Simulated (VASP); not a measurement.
# Ti (P6/mmm) in VASP: notebook

Runs on Ti. Level: r2SCAN. Tasks: single point.

All numbers are computed with VASP 6.6.1; they aren't measurements. Logs are shortened: lines on timing, memory, paths and dates and some standing lists are left out, and cuts for length are marked.

## (1) The cell of the first run

The structure is hexagonal, space group P6/mmm (No. 191). The conventional cell has a = 4.796 Å, b = 4.796 Å, c = 2.683 Å, α = 90.00°, β = 90.00°, γ = 120.00°. Within 3.5 Å of Ti (site symmetry 6/mmm) lie 14 Ti at 2.68 to 3.08 Å. Ti (site symmetry -6m2) has 11 Ti at 2.68 to 3.08 Å within 3.5 Å.

This isn't the form of Ti at room conditions, which is hcp.

## (2) Single point, r2SCAN (strain +0.050 along x and y, -0.050 along z)

POSCAR reads:

```
Ti
1.0
    4.7964227915      0.0000000000      0.0000000000
   -2.3982113958      4.1538239847      0.0000000000
    0.0000000000      0.0000000000      2.6833347900
Ti
3
Direct
    0.0000000000      0.0000000000      0.0000000000
    0.3333333333      0.6666666667      0.5000000000
    0.6666666667      0.3333333333      0.5000000000
```

INCAR.step1 reads:

```
SYSTEM = Ti
PREC = Accurate
ENCUT = 520
ISMEAR = 0
SIGMA = 0.15
LREAL = .False.
LASPH = .True.
NELM = 100
NBANDS = 25
GGA = PE
ALGO = Normal
EDIFF = 1E-4
LWAVE = .True.
LCHARG = .False.
```

INCAR.step2 reads:

```
SYSTEM = Ti
PREC = Accurate
ENCUT = 520
EDIFF = 1E-7
ISMEAR = 0
SIGMA = 0.15
LREAL = .False.
LASPH = .True.
NELM = 100
ALGO = Normal
ISIF = 2
LWAVE = .False.
LCHARG = .True.
METAGGA = R2SCAN
LMIXTAU = .True.
LELF = .True.
LVHAR = .True.
NBANDS = 25
ISTART = 1
```

KPOINTS reads:

```
regular mesh
0
Gamma
  12 12 16
  0 0 0
```

Potentials or basis: VASP PAW PBE potentials, release 64 (Ti_sv).

Command:

```sh
$ cat potpaw_PBE.64/Ti_sv/POTCAR > POTCAR
$ cp INCAR.step1 INCAR
$ mpirun -np 1 vasp_std > vasp.out
$ cp INCAR.step2 INCAR
$ mpirun -np 1 vasp_std > vasp.out
```

OUTCAR:

```text
SYSTEM = Ti
   PREC = Accurate
   ENCUT = 520
   EDIFF = 1E-7
   ISMEAR = 0
   LREAL = .False.
   LASPH = .True.
   NELM = 100
   ISIF = 2
   METAGGA = R2SCAN
   ISTART = 1

 ion  position               nearest neighbor table
   1  0.000  0.000  0.000-
   2  0.333  0.667  0.500-   3 2.77   3 2.77   3 2.77
   3  0.667  0.333  0.500-   2 2.77   2 2.77   2 2.77

  LATTYP: Found a hexagonal cell.
 ALAT       =     4.7964227915
 C/A-ratio  =     0.5594450086

  Lattice vectors:

 A1 = (   4.7964227915,   0.0000000000,   0.0000000000)
 A2 = (  -2.3982113958,   4.1538239847,   0.0000000000)
 A3 = (   0.0000000000,   0.0000000000,   2.6833347900)

Analysis of symmetry for initial positions (statically):
=====================================================================
 Subroutine PRICEL returns:
 Original cell was already a primitive cell.

 Routine SETGRP: Setting up the symmetry group for a
 hexagonal supercell.

 Subroutine GETGRP returns: Found 24 space group operations
 (whereof 24 operations were pure point group operations)
 out of a pool of 24 trial point group operations.

The static configuration has the point symmetry D_6h.

Analysis of symmetry for dynamics (positions and initial velocities):
=====================================================================
 Subroutine PRICEL returns:
 Original cell was already a primitive cell.

 Routine SETGRP: Setting up the symmetry group for a
 hexagonal supercell.

 Subroutine GETGRP returns: Found 24 space group operations
 (whereof 24 operations were pure point group operations)
 out of a pool of 24 trial point group operations.

The dynamic configuration has the point symmetry D_6h.

 Subroutine INISYM returns: Found 24 space group operations
 (whereof 24 operations are pure point group operations),
 and found     1 'primitive' translations

----------------------------------------------------------------------------------------

                                     Primitive cell

  volume of cell :      53.4614

  direct lattice vectors                    reciprocal lattice vectors
     4.796422792  0.000000000  0.000000000     0.208488710  0.120371013  0.000000000
    -2.398211396  4.153823985  0.000000000     0.000000000  0.240742026  0.000000000
     0.000000000  0.000000000  2.683334790     0.000000000  0.000000000  0.372670605

  length of vectors
     4.796422792  4.796422791  2.683334790     0.240742026  0.240742026  0.372670605

  position of ions in fractional coordinates (direct lattice)
     0.000000000  0.000000000  0.000000000
     0.333333333  0.666666667  0.500000000
     0.666666667  0.333333333  0.500000000

  ion indices of the primitive-cell ions
   primitive index   ion index
                 1           1
                 2           2
                 3           3

----------------------------------------------------------------------------------------

 KPOINTS: regular mesh

Automatic generation of k-mesh.
 Grid dimensions read from file:
 generate k-points for:   12   12   16

 Generating k-lattice:

  Cartesian coordinates                     Fractional coordinates (reciprocal lattice)
     0.017374059  0.010030918  0.000000000     0.083333333  0.000000000  0.000000000
     0.000000000  0.020061835  0.000000000     0.000000000  0.083333333  0.000000000
     0.000000000  0.000000000  0.023291913     0.000000000  0.000000000  0.062500000

  Length of vectors
     0.020061835  0.020061835  0.023291913

  Shift w.r.t. Gamma in fractional coordinates (k-lattice)
     0.000000000  0.000000000  0.000000000

 Subroutine IBZKPT returns following result:
 ===========================================

 Found    171 irreducible k-points:

 Following reciprocal coordinates:
            Coordinates               Weight
  0.000000  0.000000  0.000000      1.000000
  0.083333  0.000000  0.000000      6.000000
  0.166667  0.000000  0.000000      6.000000
  0.250000  0.000000  0.000000      6.000000
  0.333333  0.000000  0.000000      6.000000
  0.416667  0.000000  0.000000      6.000000
[... 16 lines left out ...]
  0.250000  0.000000  0.062500     12.000000
  0.333333  0.000000  0.062500     12.000000
 [... further k-points ...]
   k-points           NKPTS =    171   k-points in BZ     NKDIM =    171   number of bands    NBANDS=     25
   number of dos      NEDOS =    301   number of ions     NIONS =      3
   total plane-waves  NPLWV =  25920
   dimension x,y,z NGX =    36 NGY =   36 NGZ =   20
   dimension x,y,z NGXF=    72 NGYF=   72 NGZF=   40
   ions per type =               3
   NGX,Y,Z   is equivalent  to a cutoff of  12.48, 12.48, 12.39 a.u.
   NGXF,Y,Z  is equivalent  to a cutoff of  24.96, 24.96, 24.78 a.u.
 SYSTEM =  Ti
   PREC   = accura    normal or accurate (medium, high low for compatibility)
   ISTART =      1    job   : 0-new  1-cont  2-samecut
   ICHARG =      0    charge: 1-file 2-atom 10-const
   ISPIN  =      1    spin polarized calculation?
   LNONCOLLINEAR =      F non collinear calculations
   LSORBIT =      F    spin-orbit coupling
   LASPH  =      T    aspherical Exc in radial PAW
   ENCUT  =  520.0 eV  38.22 Ry    6.18 a.u.   8.92  8.92  4.99*2*pi/ulx,y,z
   NELM   =    100;   NELMIN=  2; NELMDL=  0     # of ELM steps
   EDIFF  = 0.1E-06   stopping-criterion for ELM
   LREAL  =      F    real-space projection
   EDIFFG = 0.1E-05   stopping-criterion for IOM
   NSW    =      0    number of steps for IOM
   IBRION =     -1    ionic relax: 0-MD 1-quasi-New 2-CG
   NFREE  =      0    steps in history (QN), initial steepest desc. (CG)
   ISIF   =      2    stress and relaxation
   ISYM   =      2    0-nonsym 1-usesym 2-fastsym
   POTIM  = 0.5000    time-step for ionic-motion
   TEBEG  =    0.0;   TEEND  =   0.0 temperature during run
   PSTRESS=    0.0 pullay stress
   NELECT =      36.0000    total number of electrons
   NUPDOWN=      -1.0000    fix difference up-down
   EMIN   =  10.00;   EMAX   =-10.00  energy-range for DOS
   EFERMI =   0.00;   METHOD = LEGACY
   ISMEAR =     0;   SIGMA  =   0.15  broadening in eV -4-tet -1-fermi 0-gaus
   EFERMI_NEDOS =   21; number of points for ismear=-14 and -15
   IALGO  =     38    algorithm
   IMIX   =      4    mixing-type and parameters
     AMIX     =   0.40;   BMIX     =  1.00
     AMIX_MAG =   1.60;   BMIX_MAG =  1.00
  volume/ion in A,a.u.               =      17.82       120.26
  Fermi-wavevector in a.u.,A,eV,Ry     =   1.434924  2.711613 28.014485  2.059007
  Thomas-Fermi vector in A             =   2.554279
   LORBIT       =      0    0 simple, 1 ext, 2 COOP (PROOUT), +10 PAW based schemes
   METAGGA = R2SCAN    functional components
   LHFCALC =     F    Hartree Fock is set to
   AEXX    =    0.0000 exact exchange contribution
   IVDW    =     0    specifies the selected vdW correction
   LEPSILON=     F    determine dielectric tensor
   LRPA    =     F    only Hartree local field effects (RPA)
 non-spin polarized calculation
 Gauss-broadening in eV      SIGMA  =   0.15
  energy-cutoff  :      520.00
  volume of cell :       53.46
 maximum number of plane-waves:      1464
 NGX is ok and might be reduce to    36
   NGX = 17   NGY = 17   NGZ =  9

 number of electron      35.9999996 magnetization

 Free energy of the ion-electron system (eV)
  ---------------------------------------------------
  ext. energy  EPLUGINS =         0.00000000
  ---------------------------------------------------
  free energy    TOTEN  =       -38.67115318 eV

  energy without entropy =      -38.62550485  energy(sigma->0) =      -38.64832901

 E-fermi :   7.8526     XC(G=0): -12.2641

 val. band max:        7.8472069956   @ k =   0.3333   0.2500   0.0000
 cond. band min:       7.8535707704   @ k =   0.4167   0.1667   0.1875
 fundamental gap:      0.0063637747
 Fermi energy:         7.8526212021

 k-point     1 :       0.0000    0.0000    0.0000
  band No.  band energies     occupation
      1     -51.3048      2.00000
      2     -51.0992      2.00000
      3     -51.0005      2.00000
      4     -26.5404      2.00000
      5     -26.5403      2.00000
      6     -26.4382      2.00000
[... 17 lines left out ...]
     24      10.4400      0.00000
     25      10.5781      0.00000

 k-point     2 :       0.0833    0.0000    0.0000
  band No.  band energies     occupation
      1     -51.3041      2.00000
      2     -51.0982      2.00000
      3     -51.0021      2.00000
      4     -26.5571      2.00000
      5     -26.5531      2.00000
      6     -26.4202      2.00000
[... 17 lines left out ...]
     24      10.3470      0.00000
     25      10.7079      0.00000

 k-point     3 :       0.1667    0.0000    0.0000
  band No.  band energies     occupation
      1     -51.3022      2.00000
      2     -51.0954      2.00000
      3     -51.0070      2.00000
      4     -26.5891      2.00000
      5     -26.5691      2.00000
      6     -26.3851      2.00000
[... 17 lines left out ...]
     24      10.2636      0.00000
     25      10.8740      0.00000

 k-point     4 :       0.2500    0.0000    0.0000
  band No.  band energies     occupation
      1     -51.2998      2.00000
      2     -51.0905      2.00000
      3     -51.0145      2.00000
      4     -26.6203      2.00000
      5     -26.5702      2.00000
      6     -26.3492      2.00000
[... 17 lines left out ...]
     24      10.2449      0.00000
     25      11.0472      0.00000

 k-point     5 :       0.3333    0.0000    0.0000
  band No.  band energies     occupation
      1     -51.2974      2.00000
      2     -51.0839      2.00000
      3     -51.0236      2.00000
      4     -26.6450      2.00000
      5     -26.5539      2.00000
      6     -26.3193      2.00000
[... 17 lines left out ...]
     24      10.2976      0.00000
     25      11.1150      0.00000

 k-point     6 :       0.4167    0.0000    0.0000
  band No.  band energies     occupation
      1     -51.2957      2.00000
      2     -51.0771      2.00000
      3     -51.0322      2.00000
      4     -26.6607      2.00000
      5     -26.5268      2.00000
      6     -26.3345      2.00000
[... 17 lines left out ...]
     24      10.4175      0.00000
     25      10.8696      0.00000
[... 393 lines left out ...]
 k-point    21 :       0.0833    0.0000    0.0625
  band No.  band energies     occupation
      1     -51.2999      2.00000
      2     -51.0947      2.00000
      3     -50.9984      2.00000
      4     -26.5518      2.00000
      5     -26.5479      2.00000
      6     -26.4168      2.00000
[... 17 lines left out ...]
     24      10.2803      0.00000
     25      10.6886      0.00000

 k-point    22 :       0.1667    0.0000    0.0625
  band No.  band energies     occupation
      1     -51.2982      2.00000
      2     -51.0917      2.00000
      3     -51.0032      2.00000
      4     -26.5832      2.00000
      5     -26.5638      2.00000
      6     -26.3825      2.00000
[... 17 lines left out ...]
     24      10.1824      0.00000
     25      10.8764      0.00000

 k-point    23 :       0.2500    0.0000    0.0625
  band No.  band energies     occupation
      1     -51.2958      2.00000
      2     -51.0867      2.00000
      3     -51.0107      2.00000
      4     -26.6138      2.00000
      5     -26.5652      2.00000
      6     -26.3475      2.00000
[... 17 lines left out ...]
     24      10.1557      0.00000
     25      11.0682      0.00000

 k-point    24 :       0.3333    0.0000    0.0625
  band No.  band energies     occupation
      1     -51.2935      2.00000
      2     -51.0801      2.00000
      3     -51.0198      2.00000
      4     -26.6382      2.00000
      5     -26.5496      2.00000
      6     -26.3184      2.00000
[... 17 lines left out ...]
     24      10.2210      0.00000
     25      11.0167      0.00000

 [... further k-points ...]

------------------------ aborting loop because EDIFF is reached ----------------------------------------

  FORCE on cell =-STRESS in cart. coord.  units (eV):
  Direction    XX          YY          ZZ          XY          YZ          ZX
  --------------------------------------------------------------------------------------
  -------------------------------------------------------------------------------------
  Total       -3.1161414     -3.1161414      2.4729902      0.0000000      0.0000000      0.0000000
  in kB      -93.3871955    -93.3871955     74.1126890      0.0000000      0.0000000      0.0000000
  external PRESSURE =     -37.5539006 kB  Pullay stress =       0.0000000 kB

 VOLUME and BASIS-vectors are now :
 -----------------------------------------------------------------------------
  energy-cutoff  :      520.00
  volume of cell :       53.46
      direct lattice vectors                 reciprocal lattice vectors
     4.796422792  0.000000000  0.000000000     0.208488710  0.120371013  0.000000000
    -2.398211396  4.153823985  0.000000000     0.000000000  0.240742026  0.000000000
     0.000000000  0.000000000  2.683334790     0.000000000  0.000000000  0.372670605

 POSITION                                       TOTAL-FORCE (eV/Angst)
 -----------------------------------------------------------------------------------
      0.00000      0.00000      0.00000         0.000000      0.000000     -0.000000
     -0.00000      2.76922      1.34167        -0.000000      0.000000      0.000000
      2.39821      1.38461      1.34167        -0.000000     -0.000000     -0.000000
 -----------------------------------------------------------------------------------
    total drift:                                0.000000      0.000000     -0.000000

  FREE ENERGIE OF THE ION-ELECTRON SYSTEM (eV)
  ---------------------------------------------------
  free  energy   TOTEN  =       -38.6711531790 eV

  energy  without entropy=      -38.6255048481  energy(sigma->0) =      -38.64832901
```

Wall time 25 min (1 thread of Oxide Virtual Turin-like, shared host); peak memory 0.27 GiB.

Results:

```
Free energy            : -38.6712 eV
Pressure               : -3.8 GPa
Band gap on the k mesh : zero (bands 18 and 19 overlap by 0.52 eV)
```

Levels at points of the mesh, in eV from the Fermi level:
| k point | band 15 | band 16 | band 17 | band 18 | band 19 | band 20 | band 21 | band 22 |
| --- | --- | --- | --- | --- | --- | --- | --- | --- |
| (0.00, 0.00, 0.00) | -0.79 | -0.79 | -0.78 | -0.78 | -0.42 | 0.32 | 1.41 | 1.41 |
| (0.50, 0.00, 0.00) | -2.55 | -0.47 | -0.45 | -0.25 | 0.04 | 0.22 | 0.47 | 2.05 |
| (0.00, 0.00, 0.50) | -1.71 | -1.50 | -1.50 | -1.25 | 0.86 | 0.86 | 1.62 | 1.62 |
| (0.50, 0.00, 0.50) | -1.69 | -1.09 | -0.58 | -0.07 | 0.51 | 1.24 | 1.25 | 1.35 |

Caveat: the cell differs from its parent crystal (strain +0.050 along x and y, -0.050 along z); the stress differs along the axes, from -9 to 7 GPa; the PAW data sets were made with another functional, which shifts forces and pressure a little.

(Part 1 of 2 ends here.)
